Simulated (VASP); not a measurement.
# KCl (Pm-3m) in VASP: a series of runs, part 2 of 2

VASP 6.6.1. The steps go on from the part before.

### 3 Single point, r2SCAN

Input file POSCAR:

```
KCl
1.0
    3.7711682852      0.0000000000      0.0000000000
    0.0000000000      3.7711682852      0.0000000000
    0.0000000000      0.0000000000      3.7711682852
K Cl
1 1
Direct
    0.0000000000      0.0000000000      0.0000000000
    0.5000000000      0.5000000000      0.5000000000
```

Input file INCAR.step1:

```
SYSTEM = KCl
ALGO = Normal
EDIFF = 1E-4
ENCUT = 520
GGA = PE
ISMEAR = 0
LASPH = .True.
LCHARG = .False.
LREAL = .False.
LWAVE = .True.
NBANDS = 15
NELM = 80
PREC = Accurate
SIGMA = 0.01
```

Input file INCAR.step2:

```
SYSTEM = KCl
ALGO = Normal
EDIFF = 1E-7
ENCUT = 520
ISIF = 2
ISMEAR = 0
ISTART = 1
LASPH = .True.
LCHARG = .True.
LELF = .True.
LMIXTAU = .True.
LREAL = .False.
LVHAR = .True.
LWAVE = .False.
METAGGA = R2SCAN
NBANDS = 15
NELM = 80
PREC = Accurate
SIGMA = 0.01
```

Input file KPOINTS:

```
k-points
0
Gamma
  6 6 6
  0 0 0
```

Potentials or basis: VASP PAW PBE potentials, release 64 (K_sv, Cl).

Launch:

```bash
$ cat potpaw_PBE.64/K_sv/POTCAR potpaw_PBE.64/Cl/POTCAR > POTCAR
$ cp INCAR.step1 INCAR
$ mpirun -np 1 vasp_std > vasp.out
$ cp INCAR.step2 INCAR
$ mpirun -np 1 vasp_std > vasp.out
```

OUTCAR:

```text
SYSTEM = KCl
   EDIFF = 1E-7
   ENCUT = 520
   ISIF = 2
   ISMEAR = 0
   ISTART = 1
   LASPH = .True.
   LREAL = .False.
   METAGGA = R2SCAN
   NELM = 80
   PREC = Accurate

 ion  position               nearest neighbor table
   1  0.000  0.000  0.000-
   2  0.500  0.500  0.500-

  LATTYP: Found a simple cubic cell.
 ALAT       =     3.7711682852

  Lattice vectors:

 A1 = (   3.7711682852,   0.0000000000,   0.0000000000)
 A2 = (   0.0000000000,   3.7711682852,   0.0000000000)
 A3 = (   0.0000000000,   0.0000000000,   3.7711682852)

Analysis of symmetry for initial positions (statically):
=====================================================================
 Subroutine PRICEL returns:
 Original cell was already a primitive cell.

 Routine SETGRP: Setting up the symmetry group for a
 simple cubic supercell.

 Subroutine GETGRP returns: Found 48 space group operations
[... 9 lines left out ...]

 Routine SETGRP: Setting up the symmetry group for a
 simple cubic supercell.

 Subroutine GETGRP returns: Found 48 space group operations
[... 11 lines left out ...]
                                     Primitive cell

  volume of cell :      53.6325

  direct lattice vectors                    reciprocal lattice vectors
     3.771168285  0.000000000  0.000000000     0.265169816  0.000000000  0.000000000
     0.000000000  3.771168285  0.000000000     0.000000000  0.265169816  0.000000000
     0.000000000  0.000000000  3.771168285     0.000000000  0.000000000  0.265169816

  length of vectors
     3.771168285  3.771168285  3.771168285     0.265169816  0.265169816  0.265169816

  position of ions in fractional coordinates (direct lattice)
     0.000000000  0.000000000  0.000000000
     0.500000000  0.500000000  0.500000000

  ion indices of the primitive-cell ions
   primitive index   ion index
                 1           1
                 2           2

----------------------------------------------------------------------------------------

 KPOINTS: k-points

Automatic generation of k-mesh.
 Grid dimensions read from file:
 generate k-points for:    6    6    6

 Generating k-lattice:

  Cartesian coordinates                     Fractional coordinates (reciprocal lattice)
     0.044194969  0.000000000  0.000000000     0.166666667  0.000000000  0.000000000
     0.000000000  0.044194969  0.000000000     0.000000000  0.166666667  0.000000000
     0.000000000  0.000000000  0.044194969     0.000000000  0.000000000  0.166666667

  Length of vectors
     0.044194969  0.044194969  0.044194969

  Shift w.r.t. Gamma in fractional coordinates (k-lattice)
     0.000000000  0.000000000  0.000000000

 Subroutine IBZKPT returns following result:
 ===========================================

 Found     20 irreducible k-points:

 Following reciprocal coordinates:
            Coordinates               Weight
  0.000000  0.000000  0.000000      1.000000
  0.166667  0.000000  0.000000      6.000000
  0.333333  0.000000  0.000000      6.000000
  0.500000  0.000000  0.000000      3.000000
  0.166667  0.166667  0.000000     12.000000
  0.333333  0.166667  0.000000     24.000000
[... 12 lines left out ...]
  0.500000  0.500000  0.333333      6.000000
  0.500000  0.500000  0.500000      1.000000
   k-points           NKPTS =     20   k-points in BZ     NKDIM =     20   number of bands    NBANDS=     15
   number of dos      NEDOS =    301   number of ions     NIONS =      2
   total plane-waves  NPLWV =  21952
   dimension x,y,z NGX =    28 NGY =   28 NGZ =   28
   dimension x,y,z NGXF=    56 NGYF=   56 NGZF=   56
   ions per type =               1   1
   NGX,Y,Z   is equivalent  to a cutoff of  12.34, 12.34, 12.34 a.u.
   NGXF,Y,Z  is equivalent  to a cutoff of  24.69, 24.69, 24.69 a.u.
 SYSTEM =  KCl
   PREC   = accura    normal or accurate (medium, high low for compatibility)
   ISTART =      1    job   : 0-new  1-cont  2-samecut
   ICHARG =      0    charge: 1-file 2-atom 10-const
   ISPIN  =      1    spin polarized calculation?
   LNONCOLLINEAR =      F non collinear calculations
   LSORBIT =      F    spin-orbit coupling
   LASPH  =      T    aspherical Exc in radial PAW
   ENCUT  =  520.0 eV  38.22 Ry    6.18 a.u.   7.01  7.01  7.01*2*pi/ulx,y,z
   NELM   =     80;   NELMIN=  2; NELMDL=  0     # of ELM steps
   EDIFF  = 0.1E-06   stopping-criterion for ELM
   LREAL  =      F    real-space projection
   EDIFFG = 0.1E-05   stopping-criterion for IOM
   NSW    =      0    number of steps for IOM
   IBRION =     -1    ionic relax: 0-MD 1-quasi-New 2-CG
   NFREE  =      0    steps in history (QN), initial steepest desc. (CG)
   ISIF   =      2    stress and relaxation
   ISYM   =      2    0-nonsym 1-usesym 2-fastsym
   POTIM  = 0.5000    time-step for ionic-motion
   TEBEG  =    0.0;   TEEND  =   0.0 temperature during run
   PSTRESS=    0.0 pullay stress
   NELECT =      16.0000    total number of electrons
   NUPDOWN=      -1.0000    fix difference up-down
   EMIN   =  10.00;   EMAX   =-10.00  energy-range for DOS
   EFERMI =   0.00;   METHOD = LEGACY
   ISMEAR =     0;   SIGMA  =   0.01  broadening in eV -4-tet -1-fermi 0-gaus
   EFERMI_NEDOS =   21; number of points for ismear=-14 and -15
   IALGO  =     38    algorithm
   IMIX   =      4    mixing-type and parameters
     AMIX     =   0.40;   BMIX     =  1.00
     AMIX_MAG =   1.60;   BMIX_MAG =  1.00
  volume/ion in A,a.u.               =      26.82       180.96
  Fermi-wavevector in a.u.,A,eV,Ry     =   1.093886  2.067146 16.280562  1.196588
  Thomas-Fermi vector in A             =   2.230181
   LORBIT       =      0    0 simple, 1 ext, 2 COOP (PROOUT), +10 PAW based schemes
   METAGGA = R2SCAN    functional components
   LHFCALC =     F    Hartree Fock is set to
   AEXX    =    0.0000 exact exchange contribution
   IVDW    =     0    specifies the selected vdW correction
   LEPSILON=     F    determine dielectric tensor
   LRPA    =     F    only Hartree local field effects (RPA)
 non-spin polarized calculation
 Gauss-broadening in eV      SIGMA  =   0.01
  energy-cutoff  :      520.00
  volume of cell :       53.63
 maximum number of plane-waves:      1472
   NGX = 15   NGY = 15   NGZ = 15

 number of electron      16.0000004 magnetization

 Free energy of the ion-electron system (eV)
  ---------------------------------------------------
  ext. energy  EPLUGINS =         0.00000000
  ---------------------------------------------------
  free energy    TOTEN  =       -16.40760659 eV

  energy without entropy =      -16.40760659  energy(sigma->0) =      -16.40760659

 E-fermi :  -0.9049     XC(G=0):  -8.7338

 val. band max:       -0.9591455276   @ k =   0.5000   0.5000   0.0000
 cond. band min:       4.8481158756   @ k =   0.0000   0.0000   0.0000
 fundamental gap:      5.8072614032
 Fermi energy:        -0.9048882003

 k-point     1 :       0.0000    0.0000    0.0000
  band No.  band energies     occupation
      1     -30.0454      2.00000
      2     -14.1933      2.00000
      3     -12.6542      2.00000
      4     -12.6542      2.00000
      5     -12.6542      2.00000
      6      -1.1752      2.00000
      7      -1.1752      2.00000
      8      -1.1752      2.00000
      9       4.8481      0.00000
     10       6.1330      0.00000
     11       6.1330      0.00000
     12      10.6435      0.00000
     13      10.6435      0.00000
     14      10.6435      0.00000
     15      13.6545      0.00000
[... 325 lines left out ...]
 k-point    20 :       0.5000    0.5000    0.5000
  band No.  band energies     occupation
      1     -29.9804      2.00000
      2     -13.7198      2.00000
      3     -12.8466      2.00000
      4     -12.8466      2.00000
      5     -12.8466      2.00000
      6      -2.4128      2.00000
      7      -2.4128      2.00000
      8      -2.4128      2.00000
      9       8.7110      0.00000
     10       8.7110      0.00000
     11       8.7110      0.00000
     12      10.0027      0.00000
     13      10.0027      0.00000
     14      10.0027      0.00000
     15      12.3373      0.00000

------------------------ aborting loop because EDIFF is reached ----------------------------------------

  FORCE on cell =-STRESS in cart. coord.  units (eV):
  Direction    XX          YY          ZZ          XY          YZ          ZX
  --------------------------------------------------------------------------------------
  -------------------------------------------------------------------------------------
  Total       -0.0159857     -0.0159857     -0.0159857     -0.0000000      0.0000000     -0.0000000
  in kB       -0.4775450     -0.4775450     -0.4775450     -0.0000000      0.0000000     -0.0000000
  external PRESSURE =      -0.4775450 kB  Pullay stress =       0.0000000 kB

 VOLUME and BASIS-vectors are now :
 -----------------------------------------------------------------------------
  energy-cutoff  :      520.00
  volume of cell :       53.63
      direct lattice vectors                 reciprocal lattice vectors
     3.771168285  0.000000000  0.000000000     0.265169816  0.000000000  0.000000000
     0.000000000  3.771168285  0.000000000     0.000000000  0.265169816  0.000000000
     0.000000000  0.000000000  3.771168285     0.000000000  0.000000000  0.265169816

 POSITION                                       TOTAL-FORCE (eV/Angst)
 -----------------------------------------------------------------------------------
      0.00000      0.00000      0.00000         0.000000      0.000000      0.000000
      1.88558      1.88558      1.88558         0.000000      0.000000      0.000000
 -----------------------------------------------------------------------------------
    total drift:                               -0.000000      0.000000      0.000000

  FREE ENERGIE OF THE ION-ELECTRON SYSTEM (eV)
  ---------------------------------------------------
  free  energy   TOTEN  =       -16.4076065894 eV

  energy  without entropy=      -16.4076065894  energy(sigma->0) =      -16.40760659
```

Wall time 41 s (1 thread of Intel Xeon Platinum 8375C at 2.90GHz (Ice Lake), shared host); peak memory 0.17 GiB.

Results:

| Quantity | Value |
| --- | --- |
| Free energy | -16.4076 eV |
| Pressure | 0.0 GPa |
| Band gap on the k mesh | 5.81 eV, indirect (least direct gap 6.02 eV) |

Levels at points of the mesh, in eV from the valence-band top:
```tsv
k point	band 4	band 5	band 6	band 7	band 8	band 9	band 10	band 11	band 12	band 13
(0.00, 0.00, 0.00)	-11.70	-11.70	-0.22	-0.22	-0.22	5.81	7.09	7.09	11.60	11.60
(0.50, 0.00, 0.00)	-11.66	-11.56	-1.90	-0.23	-0.23	8.56	8.73	9.32	10.84	11.52
(0.50, 0.50, 0.00)	-11.95	-11.63	-1.30	-1.30	0.00	6.86	8.08	9.73	9.73	12.69
(0.50, 0.50, 0.50)	-11.89	-11.89	-1.45	-1.45	-1.45	9.67	9.67	9.67	10.96	10.96
```

Caveat: the PAW data sets were made with another functional, which shifts forces and pressure a little.

### 4 Single point, HSE06

POSCAR is that of step 3.

Input file INCAR.step1:

```
PREC = Accurate ; ENCUT = 520
EDIFF = 1E-5 ; ISMEAR = 0
SIGMA = 0.01 ; LREAL = False
LASPH = True ; NELM = 80
ALGO = Normal ; ISIF = 2
LWAVE = True ; LCHARG = False
GGA = PE ; NBANDS = 15
```

Input file INCAR.step2:

```
PREC = Accurate ; ENCUT = 520
EDIFF = 1E-7 ; ISMEAR = 0
SIGMA = 0.01 ; LREAL = False
LASPH = True ; NELM = 80
ALGO = Normal ; ISIF = 2
LWAVE = False ; LCHARG = False
GGA = PE ; LHFCALC = True
HFSCREEN = 0.2079 ; PRECFOCK = Normal
ISTART = 1 ; NBANDS = 15
```

Input file KPOINTS:

```
regular mesh
0
Gamma
  4 4 4
```

Launch:

```bash
$ cat potpaw_PBE.64/K_sv/POTCAR potpaw_PBE.64/Cl/POTCAR > POTCAR
$ cp INCAR.step1 INCAR
$ mpirun -np 1 vasp_std > vasp.out
$ cp INCAR.step2 INCAR
$ mpirun -np 1 vasp_std > vasp.out
```

Run time: 6.8 min. Hardware: 1 thread of Intel Xeon Platinum 8375C at 2.90GHz (Ice Lake), shared host; peak memory 0.27 GiB.

The run converged. Its results:

```
Free energy            : -7.7127 eV
Pressure               : 0.7 GPa
Band gap on the k mesh : 6.36 eV, indirect (least direct gap 6.59 eV)
```

Levels at points of the mesh, in eV from the valence-band top:
```csv
k point,band 5,band 6,band 7,band 8,band 9,band 10,band 11,band 12
"(0.00, 0.00, 0.00)",-12.11,-0.23,-0.23,-0.23,6.36,7.95,7.95,12.64
"(0.50, 0.00, 0.00)",-11.98,-2.01,-0.24,-0.24,9.36,9.54,10.09,11.56
"(0.50, 0.50, 0.00)",-12.04,-1.38,-1.38,0.00,7.60,8.86,10.64,10.64
"(0.50, 0.50, 0.50)",-12.31,-1.53,-1.53,-1.53,10.36,10.36,10.36,11.91
```

Caveat: the PAW data sets were made with another functional, which shifts forces and pressure a little. A k mesh can miss the band edges.

### 5 The runs side by side

| level | k mesh | grid for exact exchange (PRECFOCK) | screening parameter | gap on the mesh (eV) | pressure (GPa) |
| --- | --- | --- | --- | --- | --- |
| r2SCAN | 4 × 4 × 4 | - | - | 5.81 | 0.0 |
| r2SCAN | 6 × 6 × 6 | - | - | 5.81 | 0.0 |
| HSE06 | 4 × 4 × 4 | Normal | 0.2079 1/Å | 6.36 | 0.7 |

Alike in all rows: task single point; potentials or basis VASP PAW PBE potentials, release 64 (K_sv, Cl); no spin polarisation; cell as given; cutoff (eV) 520; smearing gaussian 0.01 eV.

On the cell as given the gap runs from 5.81 eV (r2SCAN) to 6.36 eV (HSE06); the meshes differ, which moves gaps too. The pressure there spans 0.0 GPa (r2SCAN) to 0.7 GPa (HSE06); a positive pressure means that this level wants a larger cell, a negative one a smaller.

Caveats: the PAW data sets were made with another functional, which shifts forces and pressure a little.

Absolute energies hang on the potentials; compare differences alone.
